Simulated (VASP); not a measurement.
A run of VASP 6.6.1:

Contents of INCAR:

```
PREC     = Accurate       # precision mode
ENCUT    = 700            # plane-wave cutoff, eV
EDIFF    = 1E-6           # SCF threshold, eV
ISMEAR   = 0              # smearing method
SIGMA    = 0.1            # smearing width, eV
LREAL    = False          # projectors in reciprocal space
LASPH    = True           # aspherical terms in the spheres
NELM     = 120            # most SCF steps
ALGO     = Normal         # electronic algorithm
ISIF     = 2              # what is computed and relaxed
LWAVE    = False          # write WAVECAR
LCHARG   = False          # write CHGCAR
GGA      = PE             # functional
NBANDS   = 34             # bands
GGA_COMPAT= False
```

Contents of KPOINTS:

```
Automatic mesh
0
Gamma
  10 10 10
```

The input POSCAR:

```
BiPdC4
1.0
    0.0000000000      3.3670178453      3.3670178453
    3.3670178453      0.0000000000      3.3670178453
    3.3670178453      3.3670178453      0.0000000000
Bi Pd C
1 1 4
Direct
    0.0000000000      0.0000000000      0.0000000000
    0.7500000000      0.7500000000      0.7500000000
    0.4159174488      0.7522476535      0.4159174488
    0.4159174488      0.4159174488      0.7522476535
    0.4159174488      0.4159174488      0.4159174488
    0.7522476535      0.4159174488      0.4159174488
```

Potentials or basis: VASP PAW PBE potentials, release 64 (Bi_d, Pd_sv_GW, C).

Run with:

```bash
$ cat potpaw_PBE.64/Bi_d/POTCAR potpaw_PBE.64/Pd_sv_GW/POTCAR potpaw_PBE.64/C/POTCAR > POTCAR
$ mpirun -np 1 vasp_std > vasp.out
```

Hardware: 1 thread of Intel(R) Xeon(R) Platinum 8375C CPU @ 2.90GHz (Ice Lake) (shared host).

How long does it take, and how much memory?

Run time: 4.7 min on 1 thread of Intel(R) Xeon(R) Platinum 8375C CPU @ 2.90GHz (Ice Lake), on a shared host, peak memory 0.4 GiB. Counts: scf iterations 17, k points 47.
